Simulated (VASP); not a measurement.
# TePb (Pm-3m) in VASP: single point with B3LYP

Aim: the single point of TePb with B3LYP.

All numbers are computed with VASP 6.6.1; they aren't measurements. Logs are shortened: lines on timing, memory, paths and dates and some standing lists are left out, and cuts for length are marked.

**1. The cell of the first run**

It takes space group Pm-3m (No. 221, cubic). Conventional cell: a = 4.089 Å, b = 4.089 Å, c = 4.089 Å, α = 90.00°, β = 90.00°, γ = 90.00°. Pb (site symmetry m-3m) has 8 Te at 3.54 Å and 6 Pb at 4.09 Å within 4.7 Å. Within 4.7 Å of Te (site symmetry m-3m) lie 8 Pb at 3.54 Å and 6 Te at 4.09 Å.

**2. Single point, B3LYP**

POSCAR

```
TePb
1.0
    4.0891170327      0.0000000000      0.0000000000
    0.0000000000      4.0891170327      0.0000000000
    0.0000000000      0.0000000000      4.0891170327
Pb Te
1 1
Direct
    0.0000000000      0.0000000000      0.0000000000
    0.5000000000      0.5000000000      0.5000000000
```

INCAR.step1

```
ALGO = Normal
EDIFF = 1E-5
ENCUT = 520
GGA = PE
ISIF = 2
ISMEAR = -1
LASPH = T
LCHARG = F
LREAL = F
LWAVE = T
NBANDS = 17
NELM = 100
PREC = Accurate
SIGMA = 0.05
```

INCAR.step2

```
AEXX = 0.2
AGGAC = 0.81
AGGAX = 0.72
ALDAC = 0.19
ALGO = Normal
EDIFF = 1E-7
ENCUT = 520
GGA = B3
ISIF = 2
ISMEAR = -1
ISTART = 1
LASPH = T
LCHARG = F
LHFCALC = T
LREAL = F
LWAVE = F
NBANDS = 17
NELM = 100
PREC = Accurate
PRECFOCK = Normal
SIGMA = 0.05
```

KPOINTS

```
k-points
0
Gamma
  4 4 4
```

Potentials or basis: VASP PAW PBE potentials, release 64 (Pb_d, Te).

Launch:

```sh
cat potpaw_PBE.64/Pb_d/POTCAR potpaw_PBE.64/Te/POTCAR > POTCAR
cp INCAR.step1 INCAR
mpirun -np 1 vasp_std > vasp.out
cp INCAR.step2 INCAR
mpirun -np 1 vasp_std > vasp.out
```

OUTCAR:

```text
AEXX = 0.2
   EDIFF = 1E-7
   ENCUT = 520
   GGA = B3
   ISIF = 2
   ISMEAR = -1
   ISTART = 1
   LASPH = T
   LHFCALC = T
   LREAL = F
   NELM = 100
   PREC = Accurate
   PRECFOCK = Normal

 ion  position               nearest neighbor table
   1  0.000  0.000  0.000-   2 3.54   2 3.54   2 3.54   2 3.54   2 3.54   2 3.54   2 3.54   2 3.54

   2  0.500  0.500  0.500-   1 3.54   1 3.54   1 3.54   1 3.54   1 3.54   1 3.54   1 3.54   1 3.54

  LATTYP: Found a simple cubic cell.
 ALAT       =     4.0891170327

  Lattice vectors:

 A1 = (   4.0891170327,   0.0000000000,   0.0000000000)
 A2 = (   0.0000000000,   4.0891170327,   0.0000000000)
 A3 = (   0.0000000000,   0.0000000000,   4.0891170327)

Analysis of symmetry for initial positions (statically):
=====================================================================
 Subroutine PRICEL returns:
 Original cell was already a primitive cell.

 Routine SETGRP: Setting up the symmetry group for a
 simple cubic supercell.

 Subroutine GETGRP returns: Found 48 space group operations
 (whereof 48 operations were pure point group operations)
 out of a pool of 48 trial point group operations.

The static configuration has the point symmetry O_h .

Analysis of symmetry for dynamics (positions and initial velocities):
=====================================================================
 Subroutine PRICEL returns:
 Original cell was already a primitive cell.

 Routine SETGRP: Setting up the symmetry group for a
 simple cubic supercell.

 Subroutine GETGRP returns: Found 48 space group operations
 (whereof 48 operations were pure point group operations)
 out of a pool of 48 trial point group operations.

The dynamic configuration has the point symmetry O_h .

 Subroutine INISYM returns: Found 48 space group operations
 (whereof 48 operations are pure point group operations),
 and found     1 'primitive' translations

----------------------------------------------------------------------------------------

                                     Primitive cell

  volume of cell :      68.3736

  direct lattice vectors                    reciprocal lattice vectors
     4.089117033  0.000000000  0.000000000     0.244551572  0.000000000  0.000000000
     0.000000000  4.089117033  0.000000000     0.000000000  0.244551572  0.000000000
     0.000000000  0.000000000  4.089117033     0.000000000  0.000000000  0.244551572

  length of vectors
     4.089117033  4.089117033  4.089117033     0.244551572  0.244551572  0.244551572

  position of ions in fractional coordinates (direct lattice)
     0.000000000  0.000000000  0.000000000
     0.500000000  0.500000000  0.500000000

  ion indices of the primitive-cell ions
   primitive index   ion index
                 1           1
                 2           2

----------------------------------------------------------------------------------------

 KPOINTS: k-points

Automatic generation of k-mesh.
 Grid dimensions read from file:
 generate k-points for:    4    4    4

 Generating k-lattice:

  Cartesian coordinates                     Fractional coordinates (reciprocal lattice)
     0.061137893  0.000000000  0.000000000     0.250000000  0.000000000  0.000000000
     0.000000000  0.061137893  0.000000000     0.000000000  0.250000000  0.000000000
     0.000000000  0.000000000  0.061137893     0.000000000  0.000000000  0.250000000

  Length of vectors
     0.061137893  0.061137893  0.061137893

  Shift w.r.t. Gamma in fractional coordinates (k-lattice)
     0.000000000  0.000000000  0.000000000

 Subroutine IBZKPT returns following result:
 ===========================================

 Found     10 irreducible k-points:

 Following reciprocal coordinates:
            Coordinates               Weight
  0.000000  0.000000  0.000000      1.000000
  0.250000  0.000000  0.000000      6.000000
  0.500000  0.000000  0.000000      3.000000
  0.250000  0.250000  0.000000     12.000000
  0.500000  0.250000  0.000000     12.000000
  0.500000  0.500000  0.000000      3.000000
  0.250000  0.250000  0.250000      8.000000
  0.500000  0.250000  0.250000     12.000000
  0.500000  0.500000  0.250000      6.000000
  0.500000  0.500000  0.500000      1.000000
   k-points           NKPTS =     10   k-points in BZ     NKDIM =     64   number of bands    NBANDS=     17
   number of dos      NEDOS =    301   number of ions     NIONS =      2
   total plane-waves  NPLWV =  27000
   dimension x,y,z NGX =    30 NGY =   30 NGZ =   30
   dimension x,y,z NGXF=    60 NGYF=   60 NGZF=   60
   ions per type =               1   1
   NGX,Y,Z   is equivalent  to a cutoff of  12.20, 12.20, 12.20 a.u.
   NGXF,Y,Z  is equivalent  to a cutoff of  24.39, 24.39, 24.39 a.u.
 SYSTEM =  unknown system
   PREC   = accura    normal or accurate (medium, high low for compatibility)
   ISTART =      1    job   : 0-new  1-cont  2-samecut
   ICHARG =      0    charge: 1-file 2-atom 10-const
   ISPIN  =      1    spin polarized calculation?
   LNONCOLLINEAR =      F non collinear calculations
   LSORBIT =      F    spin-orbit coupling
   LASPH  =      T    aspherical Exc in radial PAW
   ENCUT  =  520.0 eV  38.22 Ry    6.18 a.u.   7.60  7.60  7.60*2*pi/ulx,y,z
   NELM   =    100;   NELMIN=  2; NELMDL=  0     # of ELM steps
   EDIFF  = 0.1E-06   stopping-criterion for ELM
   LREAL  =      F    real-space projection
   EDIFFG = 0.1E-05   stopping-criterion for IOM
   NSW    =      0    number of steps for IOM
   IBRION =     -1    ionic relax: 0-MD 1-quasi-New 2-CG
   NFREE  =      0    steps in history (QN), initial steepest desc. (CG)
   ISIF   =      2    stress and relaxation
   ISYM   =      3    0-nonsym 1-usesym 2-fastsym
   POTIM  = 0.5000    time-step for ionic-motion
   TEBEG  =    0.0;   TEEND  =   0.0 temperature during run
   PSTRESS=    0.0 pullay stress
   NELECT =      20.0000    total number of electrons
   NUPDOWN=      -1.0000    fix difference up-down
   EMIN   =  10.00;   EMAX   =-10.00  energy-range for DOS
   EFERMI =   0.00;   METHOD = LEGACY
   ISMEAR =    -1;   SIGMA  =   0.05  broadening in eV -4-tet -1-fermi 0-gaus
   EFERMI_NEDOS =   21; number of points for ismear=-14 and -15
   IALGO  =     38    algorithm
   IMIX   =      1    mixing-type and parameters
     AMIX     =   0.40;   BMIX     =  1.00
     AMIX_MAG =   1.60;   BMIX_MAG =  1.00
  volume/ion in A,a.u.               =      34.19       230.70
  Fermi-wavevector in a.u.,A,eV,Ry     =   1.086731  2.053623 16.068259  1.180984
  Thomas-Fermi vector in A             =   2.222874
   LORBIT       =      0    0 simple, 1 ext, 2 COOP (PROOUT), +10 PAW based schemes
   GGA     = B3    functional components
   LHFCALC =     T    Hartree Fock is set to
   PRECFOCK=normal    Normal, Fast or Accurate (Low or Medium for compatibility)
   ENCUT4O =  -1.0   cutoff for four orbital integrals eV
   NKREDX  =     1    reduce k-point grid by
   NKREDY  =     1    reduce k-point grid by
   NKREDZ  =     1    reduce k-point grid by
   AEXX    =    0.2000 exact exchange contribution
   HFSCREEN=    0.0000 screening length (either q_TF or 0.3 A-1)
   HFSCREENC=   0.0000 screening length for correlation (either q_TF or 0.3 A-1)
   ENCUTFOCK=  -1.0 apply spherical cutoff to Coloumb kernel
   IVDW    =     0    specifies the selected vdW correction
   LEPSILON=     F    determine dielectric tensor
   LRPA    =     F    only Hartree local field effects (RPA)
 non-spin polarized calculation
  energy-cutoff  :      520.00
  volume of cell :       68.37
 maximum number of plane-waves:      1856
  NGX = 24; NGY = 24; NGZ = 24

 number of electron      19.9999995 magnetization

 Free energy of the ion-electron system (eV)
  ---------------------------------------------------
  ext. energy  EPLUGINS =         0.00000000
  ---------------------------------------------------
  free energy    TOTEN  =        -7.71600895 eV

  energy without entropy =       -7.71577106  energy(sigma->0) =       -7.71589000

 E-fermi :   5.8471     XC(G=0):  -7.4278

 val. band max:        5.4934365134   @ k =   0.5000   0.2500   0.0000
 cond. band min:       6.1314626740   @ k =   0.5000   0.5000   0.0000
 fundamental gap:      0.6380261606
 Fermi energy:         5.8470522189

 k-point     1 :       0.0000    0.0000    0.0000
  band No.  band energies     occupation
      1     -13.4580      2.00000
      2     -13.4580      2.00000
      3     -13.3937      2.00000
      4     -13.3937      2.00000
      5     -13.3937      2.00000
      6      -7.3181      2.00000
[... 9 lines left out ...]
     16      16.0842      0.00000
     17      17.5880      0.00000

 k-point     2 :       0.2500    0.0000    0.0000
  band No.  band energies     occupation
      1     -13.4567      2.00000
      2     -13.4308      2.00000
      3     -13.4038      2.00000
      4     -13.4038      2.00000
      5     -13.3928      2.00000
      6      -6.8322      2.00000
[... 9 lines left out ...]
     16      15.5736      0.00000
     17      17.1313      0.00000

 k-point     3 :       0.5000    0.0000    0.0000
  band No.  band energies     occupation
      1     -13.4553      2.00000
      2     -13.4141      2.00000
      3     -13.4141      2.00000
      4     -13.4035      2.00000
      5     -13.3918      2.00000
      6      -5.9617      2.00000
[... 9 lines left out ...]
     16      18.1330      0.00000
     17      18.4509      0.00000

 k-point     4 :       0.2500    0.2500    0.0000
  band No.  band energies     occupation
      1     -13.4428      2.00000
      2     -13.4172      2.00000
      3     -13.4156      2.00000
      4     -13.4031      2.00000
      5     -13.4013      2.00000
      6      -6.3833      2.00000
[... 9 lines left out ...]
     16      14.6773      0.00000
     17      15.2176      0.00000

 k-point     5 :       0.5000    0.2500    0.0000
  band No.  band energies     occupation
      1     -13.4381      2.00000
      2     -13.4305      2.00000
      3     -13.4116      2.00000
      4     -13.4004      2.00000
      5     -13.3910      2.00000
      6      -5.6607      2.00000
[... 9 lines left out ...]
     16      15.4922      0.00000
     17      15.9220      0.00000

 k-point     6 :       0.5000    0.5000    0.0000
  band No.  band energies     occupation
      1     -13.4468      2.00000
      2     -13.4281      2.00000
      3     -13.4091      2.00000
      4     -13.4091      2.00000
      5     -13.3711      2.00000
      6      -5.2985      2.00000
[... 9 lines left out ...]
     16      14.3010      0.00000
     17      14.3010      0.00000

 k-point     7 :       0.2500    0.2500    0.2500
  band No.  band energies     occupation
      1     -13.4170      2.00000
      2     -13.4152      2.00000
      3     -13.4152      2.00000
      4     -13.4123      2.00000
      5     -13.4123      2.00000
      6      -5.9869      2.00000
[... 9 lines left out ...]
     16      15.0063      0.00000
     17      17.0065      0.00000

 k-point     8 :       0.5000    0.2500    0.2500
  band No.  band energies     occupation
      1     -13.4283      2.00000
      2     -13.4247      2.00000
      3     -13.4133      2.00000
      4     -13.4115      2.00000
      5     -13.3859      2.00000
      6      -5.4138      2.00000
[... 9 lines left out ...]
     16      15.4595      0.00000
     17      17.5242      0.00000

 k-point     9 :       0.5000    0.5000    0.2500
  band No.  band energies     occupation
      1     -13.4413      2.00000
      2     -13.4225      2.00000
      3     -13.4225      2.00000
      4     -13.3991      2.00000
      5     -13.3702      2.00000
      6      -5.1264      2.00000
[... 9 lines left out ...]
     16      17.1513      0.00000
     17      17.3115      0.00000

 k-point    10 :       0.5000    0.5000    0.5000
  band No.  band energies     occupation
      1     -13.4358      2.00000
      2     -13.4358      2.00000
      3     -13.4358      2.00000
      4     -13.3694      2.00000
      5     -13.3694      2.00000
      6      -4.9361      2.00000
[... 9 lines left out ...]
     16      20.0578      0.00000
     17      21.1471      0.00000

------------------------ aborting loop because EDIFF is reached ----------------------------------------

  FORCE on cell =-STRESS in cart. coord.  units (eV):
  Direction    XX          YY          ZZ          XY          YZ          ZX
  --------------------------------------------------------------------------------------
  -------------------------------------------------------------------------------------
  Total       -0.0411053     -0.0411053     -0.0411053     -0.0000000     -0.0000000      0.0000000
  in kB       -0.9632062     -0.9632062     -0.9632062     -0.0000000     -0.0000000      0.0000000
  external PRESSURE =      -0.9632062 kB  Pullay stress =       0.0000000 kB

 VOLUME and BASIS-vectors are now :
 -----------------------------------------------------------------------------
  energy-cutoff  :      520.00
  volume of cell :       68.37
      direct lattice vectors                 reciprocal lattice vectors
     4.089117033  0.000000000  0.000000000     0.244551572  0.000000000  0.000000000
     0.000000000  4.089117033  0.000000000     0.000000000  0.244551572  0.000000000
     0.000000000  0.000000000  4.089117033     0.000000000  0.000000000  0.244551572

 POSITION                                       TOTAL-FORCE (eV/Angst)
 -----------------------------------------------------------------------------------
      0.00000      0.00000      0.00000         0.000000      0.000000      0.000000
      2.04456      2.04456      2.04456         0.000000      0.000000      0.000000
 -----------------------------------------------------------------------------------
    total drift:                               -0.000001     -0.000000      0.000001

  FREE ENERGIE OF THE ION-ELECTRON SYSTEM (eV)
  ---------------------------------------------------
  free  energy   TOTEN  =        -7.7160089458 eV

  energy  without entropy=       -7.7157710561  energy(sigma->0) =       -7.71589000
```

Wall time 24 min (1 thread of Intel Xeon 8259CL, shared host); peak memory 0.19 GiB.

What came out:

```yaml
Free_energy: -7.7160 eV
Pressure: -0.1 GPa
Band_gap_on_the_k_mesh: zero (bands 10 and 11 overlap by 1.30 eV)
```

Levels at points of the mesh, in eV from the Fermi level:
```csv
k point,band 8,band 9,band 10,band 11,band 12,band 13
"(0.00, 0.00, 0.00)",-2.01,-2.01,-2.01,4.98,4.98,5.46
"(0.50, 0.00, 0.00)",-1.27,-0.56,-0.56,0.52,2.65,2.65
"(0.50, 0.50, 0.00)",-4.78,-4.78,0.28,3.76,4.16,4.16
"(0.50, 0.50, 0.50)",-2.78,-2.78,-2.78,-1.01,-1.01,-1.01
```

Caveat: the k points lie up to 0.38 Å⁻¹ apart, too coarse for converged energies and pressures of a metal; the PAW data sets were made with another functional, which shifts forces and pressure a little; spin-orbit coupling is left out, which moves the levels of the heavy elements.
